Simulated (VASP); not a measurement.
# TiNb3B (Pm-3m) in VASP: a series of runs

The runs below take TiNb3B through single point, relaxation of cell and atoms, with PBE.

Everything below comes from runs of VASP 6.6.1. Logs are shortened: lines on timing, memory, paths and dates and some standing lists are left out, and cuts for length are marked.

## Step 1: The cell of the first run

It takes space group Pm-3m (No. 221, cubic). Conventional cell: a = 4.394 Å, b = 4.394 Å, c = 4.394 Å, α = 90.00°, β = 90.00°, γ = 90.00°. Within 4.1 Å of Ti (site symmetry m-3m) lie 12 Nb at 3.11 Å and 8 B at 3.81 Å. Within 2.9 Å of Nb (site symmetry 4/mmm) lie 2 B at 2.20 Å. B (site symmetry m-3m) has 6 Nb at 2.20 Å within 2.9 Å.

## Step 2: Single point, PBE

File INCAR:

```
SYSTEM = TiNb3B
ALGO = Normal
EDIFF = 1E-6
ENCUT = 520
GGA = PE
ISIF = 2
ISMEAR = 0
LASPH = .True.
LCHARG = .False.
LREAL = .False.
LWAVE = .False.
NBANDS = 35
NELM = 80
PREC = Accurate
SIGMA = 0.1
```

File KPOINTS:

```
k-points
0
Gamma
  4 4 4
  0 0 0
```

File POSCAR:

```
TiNb3B
1.0
    4.3939642878      0.0000000000      0.0000000000
    0.0000000000      4.3939642878      0.0000000000
    0.0000000000      0.0000000000      4.3939642878
Ti Nb B
1 3 1
Direct
    0.5000000000      0.5000000000      0.5000000000
    0.0000000000      0.0000000000      0.5000000000
    0.5000000000      0.0000000000      0.0000000000
    0.0000000000      0.5000000000      0.0000000000
    0.0000000000      0.0000000000      0.0000000000
```

Potentials or basis: VASP PAW PBE potentials, release 64 (Ti_sv, Nb_sv, B).

Launch:

```console
$ cat potpaw_PBE.64/Ti_sv/POTCAR potpaw_PBE.64/Nb_sv/POTCAR potpaw_PBE.64/B/POTCAR > POTCAR
$ mpirun -np 1 vasp_std > vasp.out
```

OUTCAR:

```text
SYSTEM = TiNb3B
   EDIFF = 1E-6
   ENCUT = 520
   GGA = PE
   ISIF = 2
   ISMEAR = 0
   LASPH = .True.
   LREAL = .False.
   NELM = 80
   PREC = Accurate

 ion  position               nearest neighbor table
   1  0.500  0.500  0.500-
   2  0.000  0.000  0.500-   5 2.20   5 2.20
   3  0.500  0.000  0.000-   5 2.20   5 2.20
   4  0.000  0.500  0.000-   5 2.20   5 2.20
   5  0.000  0.000  0.000-   2 2.20   3 2.20   4 2.20   2 2.20   4 2.20   3 2.20

  LATTYP: Found a simple cubic cell.
 ALAT       =     4.3939642878

  Lattice vectors:

 A1 = (   4.3939642878,   0.0000000000,   0.0000000000)
 A2 = (   0.0000000000,   4.3939642878,   0.0000000000)
 A3 = (   0.0000000000,   0.0000000000,   4.3939642878)

Analysis of symmetry for initial positions (statically):
=====================================================================
 Subroutine PRICEL returns:
 Original cell was already a primitive cell.

 Routine SETGRP: Setting up the symmetry group for a
 simple cubic supercell.

 Subroutine GETGRP returns: Found 48 space group operations
[... 9 lines left out ...]

 Routine SETGRP: Setting up the symmetry group for a
 simple cubic supercell.

 Subroutine GETGRP returns: Found 48 space group operations
[... 11 lines left out ...]
                                     Primitive cell

  volume of cell :      84.8339

  direct lattice vectors                    reciprocal lattice vectors
     4.393964288  0.000000000  0.000000000     0.227584918  0.000000000  0.000000000
     0.000000000  4.393964288  0.000000000     0.000000000  0.227584918  0.000000000
     0.000000000  0.000000000  4.393964288     0.000000000  0.000000000  0.227584918

  length of vectors
     4.393964288  4.393964288  4.393964288     0.227584918  0.227584918  0.227584918

  position of ions in fractional coordinates (direct lattice)
     0.500000000  0.500000000  0.500000000
     0.000000000  0.000000000  0.500000000
     0.500000000  0.000000000  0.000000000
     0.000000000  0.500000000  0.000000000
     0.000000000  0.000000000  0.000000000

  ion indices of the primitive-cell ions
   primitive index   ion index
                 1           1
                 2           2
                 3           3
                 4           4
                 5           5

----------------------------------------------------------------------------------------

 KPOINTS: k-points

Automatic generation of k-mesh.
 Grid dimensions read from file:
 generate k-points for:    4    4    4

 Generating k-lattice:

  Cartesian coordinates                     Fractional coordinates (reciprocal lattice)
     0.056896229  0.000000000  0.000000000     0.250000000  0.000000000  0.000000000
     0.000000000  0.056896229  0.000000000     0.000000000  0.250000000  0.000000000
     0.000000000  0.000000000  0.056896229     0.000000000  0.000000000  0.250000000

  Length of vectors
     0.056896229  0.056896229  0.056896229

  Shift w.r.t. Gamma in fractional coordinates (k-lattice)
     0.000000000  0.000000000  0.000000000

 Subroutine IBZKPT returns following result:
 ===========================================

 Found     10 irreducible k-points:

 Following reciprocal coordinates:
            Coordinates               Weight
  0.000000  0.000000  0.000000      1.000000
  0.250000  0.000000  0.000000      6.000000
  0.500000  0.000000  0.000000      3.000000
  0.250000  0.250000  0.000000     12.000000
  0.500000  0.250000  0.000000     12.000000
  0.500000  0.500000  0.000000      3.000000
  0.250000  0.250000  0.250000      8.000000
  0.500000  0.250000  0.250000     12.000000
  0.500000  0.500000  0.250000      6.000000
  0.500000  0.500000  0.500000      1.000000
   k-points           NKPTS =     10   k-points in BZ     NKDIM =     10   number of bands    NBANDS=     35
   number of dos      NEDOS =    301   number of ions     NIONS =      5
   total plane-waves  NPLWV =  46656
   dimension x,y,z NGX =    36 NGY =   36 NGZ =   36
   dimension x,y,z NGXF=    72 NGYF=   72 NGZF=   72
   ions per type =               1   3   1
   NGX,Y,Z   is equivalent  to a cutoff of  13.62, 13.62, 13.62 a.u.
   NGXF,Y,Z  is equivalent  to a cutoff of  27.24, 27.24, 27.24 a.u.
 SYSTEM =  TiNb3B
   PREC   = accura    normal or accurate (medium, high low for compatibility)
   ISTART =      0    job   : 0-new  1-cont  2-samecut
   ICHARG =      2    charge: 1-file 2-atom 10-const
   ISPIN  =      1    spin polarized calculation?
   LNONCOLLINEAR =      F non collinear calculations
   LSORBIT =      F    spin-orbit coupling
   LASPH  =      T    aspherical Exc in radial PAW
   ENCUT  =  520.0 eV  38.22 Ry    6.18 a.u.   8.17  8.17  8.17*2*pi/ulx,y,z
   NELM   =     80;   NELMIN=  2; NELMDL= -5     # of ELM steps
   EDIFF  = 0.1E-05   stopping-criterion for ELM
   LREAL  =      F    real-space projection
   EDIFFG = 0.1E-04   stopping-criterion for IOM
   NSW    =      0    number of steps for IOM
   IBRION =     -1    ionic relax: 0-MD 1-quasi-New 2-CG
   NFREE  =      0    steps in history (QN), initial steepest desc. (CG)
   ISIF   =      2    stress and relaxation
   ISYM   =      2    0-nonsym 1-usesym 2-fastsym
   POTIM  = 0.5000    time-step for ionic-motion
   TEBEG  =    0.0;   TEEND  =   0.0 temperature during run
   PSTRESS=    0.0 pullay stress
   NELECT =      54.0000    total number of electrons
   NUPDOWN=      -1.0000    fix difference up-down
   EMIN   =  10.00;   EMAX   =-10.00  energy-range for DOS
   EFERMI =   0.00;   METHOD = LEGACY
   ISMEAR =     0;   SIGMA  =   0.10  broadening in eV -4-tet -1-fermi 0-gaus
   EFERMI_NEDOS =   21; number of points for ismear=-14 and -15
   IALGO  =     38    algorithm
   IMIX   =      4    mixing-type and parameters
     AMIX     =   0.40;   BMIX     =  1.00
     AMIX_MAG =   1.60;   BMIX_MAG =  1.00
  volume/ion in A,a.u.               =      16.97       114.50
  Fermi-wavevector in a.u.,A,eV,Ry     =   1.408260  2.661226 26.983029  1.983197
  Thomas-Fermi vector in A             =   2.530436
   LORBIT       =      0    0 simple, 1 ext, 2 COOP (PROOUT), +10 PAW based schemes
   GGA     = PE    functional components
   LHFCALC =     F    Hartree Fock is set to
   AEXX    =    0.0000 exact exchange contribution
   IVDW    =     0    specifies the selected vdW correction
   LEPSILON=     F    determine dielectric tensor
   LRPA    =     F    only Hartree local field effects (RPA)
 non-spin polarized calculation
 Gauss-broadening in eV      SIGMA  =   0.10
  energy-cutoff  :      520.00
  volume of cell :       84.83
 maximum number of plane-waves:      2301
 NGX is ok and might be reduce to    36
   NGX = 17   NGY = 17   NGZ = 17

 number of electron      54.0000001 magnetization

 Free energy of the ion-electron system (eV)
  ---------------------------------------------------
  ext. energy  EPLUGINS =         0.00000000
  ---------------------------------------------------
  free energy    TOTEN  =       -44.85044333 eV

  energy without entropy =      -44.80479549  energy(sigma->0) =      -44.82761941

 E-fermi :   9.1396     XC(G=0): -11.8057

 val. band max:        9.0973211806   @ k =   0.5000   0.5000   0.2500
 cond. band min:       9.1869499829   @ k =   0.5000   0.2500   0.0000
 fundamental gap:      0.0896288022
 Fermi energy:         9.1395960981

 k-point     1 :       0.0000    0.0000    0.0000
  band No.  band energies     occupation
      1     -47.8199      2.00000
      2     -45.5424      2.00000
      3     -45.4206      2.00000
      4     -45.4206      2.00000
      5     -24.0467      2.00000
      6     -24.0467      2.00000
[... 27 lines left out ...]
     34      12.7854      0.00000
     35      12.7866      0.00000

 k-point     2 :       0.2500    0.0000    0.0000
  band No.  band energies     occupation
      1     -47.8196      2.00000
      2     -45.5273      2.00000
      3     -45.4364      2.00000
      4     -45.4204      2.00000
      5     -24.0437      2.00000
      6     -24.0437      2.00000
[... 27 lines left out ...]
     34      11.7762      0.00000
     35      11.9390      0.00000

 k-point     3 :       0.5000    0.0000    0.0000
  band No.  band energies     occupation
      1     -47.8193      2.00000
      2     -45.5026      2.00000
      3     -45.4617      2.00000
      4     -45.4203      2.00000
      5     -24.0407      2.00000
      6     -24.0407      2.00000
[... 27 lines left out ...]
     34      11.0210      0.00000
     35      11.8216      0.00000

 k-point     4 :       0.2500    0.2500    0.0000
  band No.  band energies     occupation
      1     -47.8194      2.00000
      2     -45.5137      2.00000
      3     -45.4412      2.00000
      4     -45.4294      2.00000
      5     -24.0464      2.00000
      6     -24.0410      2.00000
[... 27 lines left out ...]
     34      11.5790      0.00000
     35      11.8305      0.00000

 k-point     5 :       0.5000    0.2500    0.0000
  band No.  band energies     occupation
      1     -47.8192      2.00000
      2     -45.4906      2.00000
      3     -45.4617      2.00000
      4     -45.4324      2.00000
      5     -24.0437      2.00000
      6     -24.0428      2.00000
[... 27 lines left out ...]
     34      10.9771      0.00000
     35      12.3472      0.00000

 k-point     6 :       0.5000    0.5000    0.0000
  band No.  band energies     occupation
      1     -47.8190      2.00000
      2     -45.4617      2.00000
      3     -45.4617      2.00000
      4     -45.4613      2.00000
      5     -24.0466      2.00000
      6     -24.0466      2.00000
[... 27 lines left out ...]
     34      11.0635      0.00000
     35      11.3573      0.00000

 k-point     7 :       0.2500    0.2500    0.2500
  band No.  band energies     occupation
      1     -47.8192      2.00000
      2     -45.5024      2.00000
      3     -45.4410      2.00000
      4     -45.4410      2.00000
      5     -24.0473      2.00000
      6     -24.0473      2.00000
[... 27 lines left out ...]
     34      11.2892      0.00000
     35      11.6021      0.00000

 k-point     8 :       0.5000    0.2500    0.2500
  band No.  band energies     occupation
      1     -47.8190      2.00000
      2     -45.4820      2.00000
      3     -45.4616      2.00000
      4     -45.4409      2.00000
      5     -24.0481      2.00000
      6     -24.0470      2.00000
[... 27 lines left out ...]
     34      11.6728      0.00000
     35      12.2167      0.00000

 k-point     9 :       0.5000    0.5000    0.2500
  band No.  band energies     occupation
      1     -47.8189      2.00000
      2     -45.4615      2.00000
      3     -45.4615      2.00000
      4     -45.4613      2.00000
      5     -24.0512      2.00000
      6     -24.0512      2.00000
[... 27 lines left out ...]
     34      11.7235      0.00000
     35      12.2258      0.00000

 k-point    10 :       0.5000    0.5000    0.5000
  band No.  band energies     occupation
      1     -47.8188      2.00000
      2     -45.4613      2.00000
      3     -45.4613      2.00000
      4     -45.4613      2.00000
      5     -24.0558      2.00000
      6     -24.0558      2.00000
[... 27 lines left out ...]
     34      12.1815      0.00000
     35      12.1830      0.00000

------------------------ aborting loop because EDIFF is reached ----------------------------------------

  FORCE on cell =-STRESS in cart. coord.  units (eV):
  Direction    XX          YY          ZZ          XY          YZ          ZX
  --------------------------------------------------------------------------------------
  -------------------------------------------------------------------------------------
  Total        0.0377506      0.0377506      0.0377506      0.0000000     -0.0000000      0.0000000
  in kB        0.7129588      0.7129588      0.7129588      0.0000000     -0.0000000      0.0000000
  external PRESSURE =       0.7129588 kB  Pullay stress =       0.0000000 kB

 VOLUME and BASIS-vectors are now :
 -----------------------------------------------------------------------------
  energy-cutoff  :      520.00
  volume of cell :       84.83
      direct lattice vectors                 reciprocal lattice vectors
     4.393964288  0.000000000  0.000000000     0.227584918  0.000000000  0.000000000
     0.000000000  4.393964288  0.000000000     0.000000000  0.227584918  0.000000000
     0.000000000  0.000000000  4.393964288     0.000000000  0.000000000  0.227584918

 POSITION                                       TOTAL-FORCE (eV/Angst)
 -----------------------------------------------------------------------------------
      2.19698      2.19698      2.19698         0.000000      0.000000      0.000000
      0.00000      0.00000      2.19698         0.000000      0.000000      0.000000
      2.19698      0.00000      0.00000         0.000000      0.000000      0.000000
      0.00000      2.19698      0.00000         0.000000      0.000000      0.000000
      0.00000      0.00000      0.00000         0.000000      0.000000      0.000000
 -----------------------------------------------------------------------------------
    total drift:                                0.000000      0.000000     -0.000000

  FREE ENERGIE OF THE ION-ELECTRON SYSTEM (eV)
  ---------------------------------------------------
  free  energy   TOTEN  =       -44.8504433342 eV

  energy  without entropy=      -44.8047954900  energy(sigma->0) =      -44.82761941
```

Run time: 71 s. Hardware: 1 thread of Intel Xeon 8259CL, shared host; peak memory 0.21 GiB.

What came out:

```yaml
Free_energy: -44.8504 eV
Pressure: 0.1 GPa
Band_gap_on_the_k_mesh: zero (band 27 reaches 9.50 eV, above the bottom of band 28 at 8.97 eV)
```

(Continued in part 2 of 2.)
